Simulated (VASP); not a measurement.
A run of VASP 6.6.1:

The input INCAR:

```
SYSTEM = BaTiO3
PREC     = Accurate       ! precision mode
ENCUT    = 520            ! plane-wave cutoff, eV
EDIFF    = 1E-6           ! SCF threshold, eV
ISMEAR   = 0              ! smearing method
SIGMA    = 0.05           ! smearing width, eV
LREAL    = .False.        ! projectors in reciprocal space
LASPH    = .True.         ! aspherical terms in the spheres
NELM     = 100            ! most SCF steps
ALGO     = Normal         ! electronic algorithm
ISIF     = 2              ! what is computed and relaxed
LWAVE    = .False.        ! write WAVECAR
LCHARG   = .False.        ! write CHGCAR
NBANDS   = 28             ! bands
```

The input KPOINTS:

```
regular mesh
0
Gamma
  6 6 6
  0 0 0
```

File POSCAR:

```
BaTiO3
1.0
    3.9345282394      0.0000000000      0.0000000000
    0.0000000000      3.9345282394      0.0000000000
    0.0000000000      0.0000000000      3.9345282394
Ba Ti O
1 1 3
Direct
    0.5000000000      0.5000000000      0.5000000000
    0.0000000000      0.0000000000      0.0000000000
    0.5000000000      0.0000000000      0.0000000000
    0.0000000000      0.5000000000      0.0000000000
    0.0000000000      0.0000000000      0.5000000000
```

Potentials or basis: VASP PAW LDA potentials, release 64 (Ba_sv, Ti_sv, O).

Command:

```sh
$ cat potpaw_LDA.64/Ba_sv/POTCAR potpaw_LDA.64/Ti_sv/POTCAR potpaw_LDA.64/O/POTCAR > POTCAR
$ mpirun -np 1 vasp_std > vasp.out
```

Hardware: 1 thread of AMD EPYC 7R13 (shared host).

Problem. How long does it take, and how much memory?

Solution. Run time: 78 s on 1 thread of AMD EPYC 7R13, on a shared host, peak memory 0.14 GiB. Counts: scf iterations 15, k points 20.
